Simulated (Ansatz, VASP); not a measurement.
# P in VASP and in Ansatz

```xyz
3
Lattice="1.7740 -4.0988 0.0000 1.7740 4.0988 0.0000 0.0000 0.0000 3.1432" Properties=species:S:1:pos:R:3 pbc="T T T"
P     1.7740   -1.4596    1.5716
P     1.7740    1.4596    1.5716
P     1.7740    0.0000    0.0000
```

Alike in both runs: task single point; functional PBE; k mesh 6 × 6 × 6; occupations gaussian, width 0.1 eV; no spin polarisation.

```csv
,VASP,Ansatz
version,VASP 6.6.1,Ansatz 0.2.0
potentials or method,"VASP PAW PBE potentials, release 64 (P), cutoff 520 eV","scalar-relativistic, plane waves, PAW"
valence electrons in the cell,15,15
```

```tsv
	VASP	Ansatz	Ansatz less VASP
gap on the k mesh at the Fermi level (eV)	none	none	-
pressure (GPa)	23.0	23.5	+0.54
traceless stress, the component that is largest in VASP (GPa)	-10.17	-10.26	-0.093
rms of the force components (eV/Å)	0.401	0.400	-0.0009
```

Atom by atom the forces differ by 0.001 eV/Å (rms over components). A gap of «none» marks a metal or a gap that the smearing closes.
